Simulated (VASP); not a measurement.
# WSe3 (P4/mmm) in VASP: further runs

WSe3 is run at these levels: PBE; tasks: single point.

Everything below comes from runs of VASP 6.6.1. Logs are shortened: lines on timing, memory, paths and dates and some standing lists are left out, and cuts for length are marked.

### Step 1. The cell of the first run

The structure is tetragonal, space group P4/mmm (No. 123). The conventional cell has a = 3.577 Å, b = 3.577 Å, c = 8.297 Å, α = 90.00°, β = 90.00°, γ = 90.00°. W (site symmetry 4/mmm) has 8 Se at 3.08 Å and 4 W at 3.58 Å within 4.1 Å. Se (site symmetry 4mm) has 1 Se at 2.39 Å and 4 W at 3.08 Å within 3.2 Å. Within 3.2 Å of Se (site symmetry 4/mmm) lie 2 Se at 2.39 Å.

The cell was built from a structure type or drawn by symmetry, and may not be a known phase.

### Step 2. Single point, PBE, collinear spin

INCAR

```
  PREC = Accurate
  ENCUT = 520
  EDIFF = 1E-6
  ISMEAR = 0
  SIGMA = 0.1
  LREAL = False
  LASPH = True
  NELM = 150
  ALGO = Normal
  ISIF = 2
  LWAVE = False
  LCHARG = True
  ISPIN = 2
  MAGMOM = 1.12 -0.08 -0.08 0.13
  LORBIT = 11
  LMAXMIX = 4
  GGA = PE
  LELF = True
  LVHAR = True
  NBANDS = 28
```

KPOINTS

```
regular mesh
0
Gamma
  6 6 2
```

POSCAR

```
WSe3
1.0
    3.5772366000      0.0000000000      0.0000000000
    0.0000000000      3.5772366000      0.0000000000
    0.0000000000      0.0000000000      8.2973514200
W Se
1 3
Direct
    0.5000000000      0.5000000000      0.5000000000
    0.0000000000      0.0000000000      0.2883566600
    0.0000000000      0.0000000000      0.7116433400
    0.0000000000      0.0000000000      0.0000000000
```

Potentials or basis: VASP PAW PBE potentials, release 64 (W_sv, Se).

The run is started by

```sh
cat potpaw_PBE.64/W_sv/POTCAR potpaw_PBE.64/Se/POTCAR > POTCAR
mpirun -np 1 vasp_std > vasp.out
```

OUTCAR:

```text
PREC = Accurate
   ENCUT = 520
   EDIFF = 1E-6
   ISMEAR = 0
   LREAL = False
   LASPH = True
   NELM = 150
   ISIF = 2
   ISPIN = 2
   LORBIT = 11
   GGA = PE

 ion  position               nearest neighbor table
   1  0.500  0.500  0.500-   2 3.08   3 3.08   2 3.08   3 3.08   2 3.08   3 3.08   2 3.08   3 3.08

   2  0.000  0.000  0.288-   4 2.39   1 3.08   1 3.08   1 3.08   1 3.08
   3  0.000  0.000  0.712-   4 2.39   1 3.08   1 3.08   1 3.08   1 3.08
   4  0.000  0.000  0.000-   2 2.39   3 2.39

  LATTYP: Found a simple tetragonal cell.
 ALAT       =     3.5772366000
 C/A-ratio  =     2.3194863376

  Lattice vectors:

 A1 = (   3.5772366000,   0.0000000000,   0.0000000000)
 A2 = (   0.0000000000,   3.5772366000,   0.0000000000)
 A3 = (   0.0000000000,   0.0000000000,   8.2973514200)

Analysis of symmetry for initial positions (statically):
=====================================================================
 Subroutine PRICEL returns:
 Original cell was already a primitive cell.

 Routine SETGRP: Setting up the symmetry group for a
 simple tetragonal supercell.

 Subroutine GETGRP returns: Found 16 space group operations
 (whereof 16 operations were pure point group operations)
 out of a pool of 16 trial point group operations.

The static configuration has the point symmetry D_4h.

Analysis of symmetry for dynamics (positions and initial velocities):
=====================================================================
 Subroutine PRICEL returns:
 Original cell was already a primitive cell.

 Routine SETGRP: Setting up the symmetry group for a
 simple tetragonal supercell.

 Subroutine GETGRP returns: Found 16 space group operations
 (whereof 16 operations were pure point group operations)
 out of a pool of 16 trial point group operations.

The dynamic configuration has the point symmetry D_4h.

Analysis of structural, dynamic, and magnetic symmetry:
=====================================================================
 Subroutine PRICEL returns:
 Original cell was already a primitive cell.

 Routine SETGRP: Setting up the symmetry group for a
 simple tetragonal supercell.

 Subroutine GETGRP returns: Found 16 space group operations
 (whereof 16 operations were pure point group operations)
 out of a pool of 16 trial point group operations.

The overall configuration has the point symmetry D_4h.

 Subroutine INISYM returns: Found 16 space group operations
 (whereof 16 operations are pure point group operations),
 and found     1 'primitive' translations

----------------------------------------------------------------------------------------

                                     Primitive cell

  volume of cell :     106.1781

  direct lattice vectors                    reciprocal lattice vectors
     3.577236600  0.000000000  0.000000000     0.279545390  0.000000000  0.000000000
     0.000000000  3.577236600  0.000000000     0.000000000  0.279545390  0.000000000
     0.000000000  0.000000000  8.297351420     0.000000000  0.000000000  0.120520386

  length of vectors
     3.577236600  3.577236600  8.297351420     0.279545390  0.279545390  0.120520386

  position of ions in fractional coordinates (direct lattice)
     0.500000000  0.500000000  0.500000000
     0.000000000  0.000000000  0.288356660
     0.000000000  0.000000000  0.711643340
     0.000000000  0.000000000  0.000000000

  ion indices of the primitive-cell ions
   primitive index   ion index
                 1           1
                 2           2
                 3           3
                 4           4

----------------------------------------------------------------------------------------

 KPOINTS: regular mesh

Automatic generation of k-mesh.
 Grid dimensions read from file:
 generate k-points for:    6    6    2

 Generating k-lattice:

  Cartesian coordinates                     Fractional coordinates (reciprocal lattice)
     0.046590898  0.000000000  0.000000000     0.166666667  0.000000000  0.000000000
     0.000000000  0.046590898  0.000000000     0.000000000  0.166666667  0.000000000
     0.000000000  0.000000000  0.060260193     0.000000000  0.000000000  0.500000000

  Length of vectors
     0.046590898  0.046590898  0.060260193

  Shift w.r.t. Gamma in fractional coordinates (k-lattice)
     0.000000000  0.000000000  0.000000000

 Subroutine IBZKPT returns following result:
 ===========================================

 Found     20 irreducible k-points:

 Following reciprocal coordinates:
            Coordinates               Weight
  0.000000  0.000000  0.000000      1.000000
  0.166667  0.000000  0.000000      4.000000
  0.333333  0.000000  0.000000      4.000000
  0.500000  0.000000  0.000000      2.000000
  0.166667  0.166667  0.000000      4.000000
  0.333333  0.166667  0.000000      8.000000
[... 12 lines left out ...]
  0.500000  0.333333  0.500000      4.000000
  0.500000  0.500000  0.500000      1.000000
   k-points           NKPTS =     20   k-points in BZ     NKDIM =     20   number of bands    NBANDS=     28
   number of dos      NEDOS =    301   number of ions     NIONS =      4
   total plane-waves  NPLWV =  50176
   dimension x,y,z NGX =    28 NGY =   28 NGZ =   64
   dimension x,y,z NGXF=    56 NGYF=   56 NGZF=  128
   ions per type =               1   3
   NGX,Y,Z   is equivalent  to a cutoff of  13.01, 13.01, 12.82 a.u.
   NGXF,Y,Z  is equivalent  to a cutoff of  26.03, 26.03, 25.65 a.u.
 SYSTEM =  unknown system
   PREC   = accura    normal or accurate (medium, high low for compatibility)
   ISTART =      0    job   : 0-new  1-cont  2-samecut
   ICHARG =      2    charge: 1-file 2-atom 10-const
   ISPIN  =      2    spin polarized calculation?
   LNONCOLLINEAR =      F non collinear calculations
   LSORBIT =      F    spin-orbit coupling
   LASPH  =      T    aspherical Exc in radial PAW
   ENCUT  =  520.0 eV  38.22 Ry    6.18 a.u.   6.65  6.65 15.43*2*pi/ulx,y,z
   NELM   =    150;   NELMIN=  2; NELMDL= -5     # of ELM steps
   EDIFF  = 0.1E-05   stopping-criterion for ELM
   LREAL  =      F    real-space projection
   EDIFFG = 0.1E-04   stopping-criterion for IOM
   NSW    =      0    number of steps for IOM
   IBRION =     -1    ionic relax: 0-MD 1-quasi-New 2-CG
   NFREE  =      0    steps in history (QN), initial steepest desc. (CG)
   ISIF   =      2    stress and relaxation
   ISYM   =      2    0-nonsym 1-usesym 2-fastsym
   POTIM  = 0.5000    time-step for ionic-motion
   TEBEG  =    0.0;   TEEND  =   0.0 temperature during run
   PSTRESS=    0.0 pullay stress
   NELECT =      32.0000    total number of electrons
   NUPDOWN=      -1.0000    fix difference up-down
   EMIN   =  10.00;   EMAX   =-10.00  energy-range for DOS
   EFERMI =   0.00;   METHOD = LEGACY
   ISMEAR =     0;   SIGMA  =   0.10  broadening in eV -4-tet -1-fermi 0-gaus
   EFERMI_NEDOS =   21; number of points for ismear=-14 and -15
   IALGO  =     38    algorithm
   IMIX   =      4    mixing-type and parameters
     AMIX     =   0.40;   BMIX     =  1.00
     AMIX_MAG =   1.60;   BMIX_MAG =  1.00
  volume/ion in A,a.u.               =      26.54       179.13
  Fermi-wavevector in a.u.,A,eV,Ry     =   1.097606  2.074175 16.391474  1.204739
  Thomas-Fermi vector in A             =   2.233969
   LORBIT       =     11    0 simple, 1 ext, 2 COOP (PROOUT), +10 PAW based schemes
   GGA     = PE    functional components
   LHFCALC =     F    Hartree Fock is set to
   AEXX    =    0.0000 exact exchange contribution
   IVDW    =     0    specifies the selected vdW correction
   LEPSILON=     F    determine dielectric tensor
   LRPA    =     F    only Hartree local field effects (RPA)
 spin polarized calculation
 Gauss-broadening in eV      SIGMA  =   0.10
  energy-cutoff  :      520.00
  volume of cell :      106.18
 maximum number of plane-waves:      2884
 NGX is ok and might be reduce to    28
   NGX = 13   NGY = 13   NGZ = 31

 number of electron      32.0000007 magnetization       0.5465366

 Free energy of the ion-electron system (eV)
  ---------------------------------------------------
  ext. energy  EPLUGINS =         0.00000000
  ---------------------------------------------------
  free energy    TOTEN  =       -19.91257162 eV

  energy without entropy =      -19.89041063  energy(sigma->0) =      -19.90149112

 E-fermi :   3.5811     XC(G=0):  -9.4575

 val. band max:        3.5779412265   @ k =   0.3333   0.0000   0.5000
 cond. band min:       3.6041921730   @ k =   0.3333   0.1667   0.5000
 fundamental gap:      0.0262509465
 Fermi energy:         3.5810806506

 spin component 1

 k-point     1 :       0.0000    0.0000    0.0000
  band No.  band energies     occupation
      1     -71.5460      1.00000
      2     -35.6807      1.00000
      3     -35.6807      1.00000
      4     -35.5296      1.00000
      5     -11.3981      1.00000
      6     -10.0528      1.00000
[... 20 lines left out ...]
     27      13.0133      0.00000
[... 566 lines left out ...]
      5     -10.4178      1.00000
      6      -9.4916      1.00000
[... 20 lines left out ...]
     27      12.5449      0.00000
     28      13.8211      0.00000
 Fermi energy:         3.5810806506

 spin component 2

 k-point     1 :       0.0000    0.0000    0.0000
  band No.  band energies     occupation
      1     -71.3691      1.00000
      2     -35.4257      1.00000
      3     -35.4257      1.00000
      4     -35.3253      1.00000
      5     -11.3585      1.00000
      6     -10.0810      1.00000
[... 20 lines left out ...]
     27      13.1507      0.00000
[... 567 lines left out ...]
      6      -9.5153      1.00000
[... 20 lines left out ...]
     27      12.6014      0.00000
     28      13.8952      0.00000

------------------------ aborting loop because EDIFF is reached ----------------------------------------

  FORCE on cell =-STRESS in cart. coord.  units (eV):
  Direction    XX          YY          ZZ          XY          YZ          ZX
  --------------------------------------------------------------------------------------
  -------------------------------------------------------------------------------------
  Total      -10.9624440    -10.9624440     -1.5572490      0.0000000      0.0000000      0.0000000
  in kB     -165.4181489   -165.4181489    -23.4981581      0.0000000      0.0000000      0.0000000
  external PRESSURE =    -118.1114853 kB  Pullay stress =       0.0000000 kB

 VOLUME and BASIS-vectors are now :
 -----------------------------------------------------------------------------
  energy-cutoff  :      520.00
  volume of cell :      106.18
      direct lattice vectors                 reciprocal lattice vectors
     3.577236600  0.000000000  0.000000000     0.279545390  0.000000000  0.000000000
     0.000000000  3.577236600  0.000000000     0.000000000  0.279545390  0.000000000
     0.000000000  0.000000000  8.297351420     0.000000000  0.000000000  0.120520386

 POSITION                                       TOTAL-FORCE (eV/Angst)
 -----------------------------------------------------------------------------------
      1.78862      1.78862      4.14868        -0.000000      0.000000      0.000000
      0.00000      0.00000      2.39260         0.000000     -0.000000      3.228607
      0.00000      0.00000      5.90475         0.000000      0.000000     -3.228607
      0.00000      0.00000      0.00000        -0.000000      0.000000      0.000000
 -----------------------------------------------------------------------------------
    total drift:                                0.000000      0.000000      0.000000

  FREE ENERGIE OF THE ION-ELECTRON SYSTEM (eV)
  ---------------------------------------------------
  free  energy   TOTEN  =       -19.9125716158 eV

  energy  without entropy=      -19.8904106268  energy(sigma->0) =      -19.90149112

 total charge

# of ion       s       p       d       tot
------------------------------------------
    1        2.253   6.069   3.118  11.440
    2        1.490   2.157   0.050   3.698
    3        1.490   2.157   0.050   3.698
    4        1.533   2.144   0.057   3.734
--------------------------------------------------
tot          6.766  12.528   3.276  22.570

 magnetization (x)

# of ion       s       p       d       tot
------------------------------------------
    1        0.009   0.004   0.354   0.367
    2        0.006  -0.038   0.003  -0.029
    3        0.006  -0.038   0.003  -0.029
    4        0.002   0.121  -0.001   0.123
--------------------------------------------------
tot          0.023   0.049   0.360   0.431
```

Wall time 55 s (1 thread of Intel Xeon 6975P-C (Granite Rapids), shared host); peak memory 0.3 GiB.

What came out:

```
Free energy                                           : -19.9126 eV
Pressure                                              : -11.8 GPa
Largest force                                         : 3.229 eV/Å
Net moment                                            : 0.55 μB per cell
Site moments                                          : W +0.37; Se -0.03, +0.12 (each value once) μB
Valence electrons inside the program's atomic spheres : W 11.44; Se 3.70, 3.73 (each value once)
```

Forces in eV/Å, atoms in the order of the input:
```
W    0.000  0.000  0.000
Se   0.000  0.000  3.229
Se   0.000  0.000 -3.229
Se   0.000  0.000  0.000
```

Levels at points of the mesh, in eV from the Fermi level:
Spin up:
| k point | band 12 | band 13 | band 14 | band 15 | band 16 | band 17 | band 18 | band 19 | band 20 | band 21 |
| --- | --- | --- | --- | --- | --- | --- | --- | --- | --- | --- |
| (0.00, 0.00, 0.00) | -1.99 | -1.82 | -1.82 | -0.45 | 0.21 | 0.63 | 0.63 | 1.63 | 1.63 | 2.35 |
| (0.50, 0.00, 0.00) | -2.70 | -2.38 | -1.07 | -0.47 | -0.17 | -0.08 | 0.11 | 1.11 | 2.24 | 3.47 |
| (0.50, 0.50, 0.00) | -4.34 | -3.37 | -1.81 | -1.81 | -0.75 | 1.14 | 1.14 | 1.26 | 2.07 | 2.12 |
| (0.00, 0.00, 0.50) | -1.40 | -1.24 | -1.24 | -0.94 | -0.15 | -0.15 | 0.21 | 0.32 | 2.29 | 2.29 |
| (0.50, 0.00, 0.50) | -1.97 | -1.76 | -1.45 | -1.23 | -0.08 | 1.03 | 1.24 | 1.38 | 1.45 | 1.88 |
| (0.50, 0.50, 0.50) | -3.93 | -2.15 | -2.15 | -0.73 | -0.25 | -0.09 | 1.26 | 1.85 | 1.85 | 2.14 |
Spin down:
```csv
k point,band 14,band 15,band 16,band 17,band 18,band 19
"(0.00, 0.00, 0.00)",-1.79,-0.30,0.66,0.75,0.75,1.82
"(0.50, 0.00, 0.00)",-0.91,-0.51,0.06,0.23,0.38,1.32
"(0.50, 0.50, 0.00)",-1.70,-1.70,-0.61,1.35,1.35,1.47
"(0.00, 0.00, 0.50)",-1.22,-0.95,0.07,0.07,0.45,0.66
"(0.50, 0.00, 0.50)",-1.29,-1.19,0.23,1.22,1.33,1.58
"(0.50, 0.50, 0.50)",-1.99,-0.59,-0.11,0.06,1.47,2.05
```

Caveat: the k points lie up to 0.38 Å⁻¹ apart; spin-orbit coupling is left out, which moves the levels of the heavy elements; forces of over 1 eV/Å act on the atoms, so gaps and moduli don't describe the material at rest.

(Part 1 of 2 ends here.)
